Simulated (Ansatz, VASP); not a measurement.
## Two plane-wave programs on KBr

```
CELL_PARAMETERS angstrom
0.00000 3.55590 3.42420
3.55590 0.00000 3.42420
3.55590 3.55590 0.00000
ATOMIC_POSITIONS crystal
K 0.00000 0.00000 0.00000
Br 0.50000 0.50000 0.50000
```

Change from the starting cell: strain +0.080 along x and y, +0.040 along z, atoms carried along.

Alike in both runs: task single point; functional r2SCAN; k mesh 6 × 6 × 6; occupations gaussian, width 0.05 eV; no spin polarisation.

```csv
,VASP,Ansatz
version,VASP 6.6.1,Ansatz 0.2.0
potentials or method,"VASP PAW PBE potentials, release 64 (K_sv, Br), cutoff 520 eV","scalar-relativistic, plane waves, PAW"
valence electrons in the cell,16,16
```

```tsv
	VASP	Ansatz	Ansatz less VASP
gap on the k mesh at the Fermi level (eV)	4.61	4.61	-0.002
least direct gap on the mesh (eV)	4.61	4.61	-0.002
pressure (GPa)	-1.8	-1.8	+0.01
traceless stress, the component that is largest in VASP (GPa)	0.29	0.29	-0.002
```

VASP's potentials were made for PBE, not for r2SCAN. With one functional, cell and mesh, what is left measures potentials, basis and numerics.
